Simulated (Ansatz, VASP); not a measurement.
# Two plane-wave programs on SnSe

```
Sn Se
1.0
     0.00000    2.96637    2.96637
     2.96637    0.00000    2.96637
     2.96637    2.96637    0.00000
Sn Se
1 1
Direct
  0.00000 0.00000 0.00000
  0.50000 0.50000 0.50000
```

Alike in both runs: functional PBEsol; k mesh 6 × 6 × 6; no spin polarisation.

Ansatz relaxed the structure, and its values are those at the end. VASP's run is a single point on that final structure, the one shown.

```csv
,VASP,Ansatz
version,VASP 6.6.1,Ansatz 0.2.0
potentials or method,"VASP PAW PBE potentials, release 64 (Sn_d, Se), cutoff 520 eV","plane waves, PAW"
occupations,"gaussian, width 0.01 eV",fixed
valence electrons in the cell,20,30
```

```tsv
	VASP	Ansatz	Ansatz less VASP
pressure (GPa)	0.0	0.0	-0.02
```

VASP's potentials were made for PBE, not for PBEsol. VASP's potentials hold 20 valence electrons a cell and Ansatz's 30, so a difference there can come from the potentials and not from the codes.
